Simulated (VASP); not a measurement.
Write the native input for VASP 6.6.1 that does the following.

```yaml
Task: single point
Functional: r2SCAN
Potentials_or_basis: VASP PAW PBE potentials, release 64 (Ir)
Cutoff: 520 eV
k_mesh: 30 × 30 × 16
Occupations: gaussian, width 0.15 eV
Spin: no spin polarisation
Dipole_correction: no
Further_INCAR_settings: ALGO = Normal; EDIFF = 1e-06; NBANDS = 16
```

Ir:

```
Ir
1.0
     2.88120    0.00000    0.00000
    -1.44060    2.49519    0.00000
     0.00000    0.00000    3.96770
Ir
2
Direct
  0.66667 0.33333 0.75000
  0.33333 0.66667 0.25000
```

This isn't the form of Ir at room conditions, which is fcc.

This cell differs from its parent crystal: ratio of the length along z to the lengths across it x 0.85, volume and fractional coordinates fixed.

One way to write it, as run:

POSCAR

```
Ir
1.0
    2.8811971859      0.0000000000      0.0000000000
   -1.4405985930      2.4951899563      0.0000000000
    0.0000000000      0.0000000000      3.9677036469
Ir
2
Direct
    0.6666666667      0.3333333333      0.7500000000
    0.3333333333      0.6666666667      0.2500000000
```

INCAR.step1

```
SYSTEM = Ir
PREC     = Accurate       ! precision mode
ENCUT    = 520            ! plane-wave cutoff, eV
ISMEAR   = 0              ! smearing method
SIGMA    = 0.15           ! smearing width, eV
LREAL    = .FALSE.        ! projectors in reciprocal space
LASPH    = .TRUE.         ! aspherical terms in the spheres
NELM     = 60             ! most SCF steps
NBANDS   = 16             ! bands
GGA      = PE             ! functional
ALGO     = Normal         ! electronic algorithm
EDIFF    = 1E-4           ! SCF threshold, eV
LWAVE    = .TRUE.         ! write WAVECAR
LCHARG   = .FALSE.        ! write CHGCAR
```

INCAR.step2

```
SYSTEM = Ir
PREC     = Accurate       ! precision mode
ENCUT    = 520            ! plane-wave cutoff, eV
EDIFF    = 1E-6           ! SCF threshold, eV
ISMEAR   = 0              ! smearing method
SIGMA    = 0.15           ! smearing width, eV
LREAL    = .FALSE.        ! projectors in reciprocal space
LASPH    = .TRUE.         ! aspherical terms in the spheres
NELM     = 60             ! most SCF steps
ALGO     = Normal         ! electronic algorithm
ISIF     = 2              ! what is computed and relaxed
LWAVE    = .FALSE.        ! write WAVECAR
LCHARG   = .FALSE.        ! write CHGCAR
METAGGA  = R2SCAN         ! meta-GGA
LMIXTAU  = .TRUE.       
NBANDS   = 16             ! bands
ISTART   = 1
```

KPOINTS

```
regular mesh
0
G
  30 30 16
  0 0 0
```

Potentials or basis: VASP PAW PBE potentials, release 64 (Ir).

The run is started by

```console
$ cat potpaw_PBE.64/Ir/POTCAR > POTCAR
$ cp INCAR.step1 INCAR
$ mpirun -np 1 vasp_std > vasp.out
$ cp INCAR.step2 INCAR
$ mpirun -np 1 vasp_std > vasp.out
```

Results of the run:

| Quantity | Value |
| --- | --- |
| Pressure | 14.1 GPa |
| Band gap on the k mesh | zero (bands 9 and 10 overlap by 2.40 eV) |

Caveat: the cell stands under pressure; the PAW data sets were made with another functional, which shifts forces and pressure a little; spin-orbit coupling is left out, which moves the levels of the heavy elements.

It took 14 min on 1 thread of AMD EPYC 9R45 96-Core Processor (Zen 5) (shared host), peak memory 0.39 GiB.
